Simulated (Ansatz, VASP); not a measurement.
**CdS in VASP and in Ansatz**

```
Cd S
1.0
     0.00000    2.96335    2.96335
     2.96335    0.00000    2.96335
     2.96335    2.96335    0.00000
Cd S
1 1
Direct
  0.00000 0.00000 0.00000
  0.75000 0.75000 0.75000
```

Alike in both runs: task single point; functional PBE; k mesh 15 × 15 × 15; occupations gaussian, width 0.05 eV; no spin polarisation.

|  | VASP | Ansatz |
| --- | --- | --- |
| version | VASP 6.6.1 | Ansatz 0.2.0 |
| potentials or method | VASP PAW PBE potentials, release 64 (Cd, S), cutoff 520 eV | scalar-relativistic, plane waves, PAW |
| valence electrons in the cell | 18 | 26 |

Ansatz gave:

| Item | Value |
| --- | --- |
| pressure (GPa) | 0.0 |

Task: Which values does VASP return?

Result: Pressure (GPa): 0.3.

VASP's potentials hold 18 valence electrons a cell and Ansatz's 26, so a difference there can come from the potentials and not from the codes.
